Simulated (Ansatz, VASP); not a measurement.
MgSiN: VASP beside Ansatz

```
Mg Si N
1.0
     4.38089    0.00000    0.00000
    -2.19045    3.79397    0.00000
     0.00000    0.00000    2.62371
Mg Si N
1 1 1
Direct
  0.00000 0.00000 0.00000
  0.33333 0.66667 0.00000
  0.66667 0.33333 0.50000
```

Change from the starting cell: species swapped into the ErHSe type (P-6m2, No. 187).

Alike in both runs: functional PBE; k mesh 12 × 12 × 16; occupations gaussian, width 0.1 eV; no spin polarisation.

Ansatz relaxed the structure, and its values are those at the end. VASP's run is a single point on that final structure, the one shown.

|  | VASP | Ansatz |
| --- | --- | --- |
| version | VASP 6.6.1 | Ansatz 0.2.0 |
| potentials or method | VASP PAW PBE potentials, release 64 (Mg, Si, N), cutoff 520 eV | scalar-relativistic, plane waves, PAW |
| valence electrons in the cell | 11 | 19 |

```csv
,VASP,Ansatz,Ansatz less VASP
gap on the k mesh at the Fermi level (eV),none,none,-
pressure (GPa),-0.1,0.0,+0.12
```

A gap of «none» marks a metal or a gap that the smearing closes. VASP's potentials hold 11 valence electrons a cell and Ansatz's 19, so a difference there can come from the potentials and not from the codes.
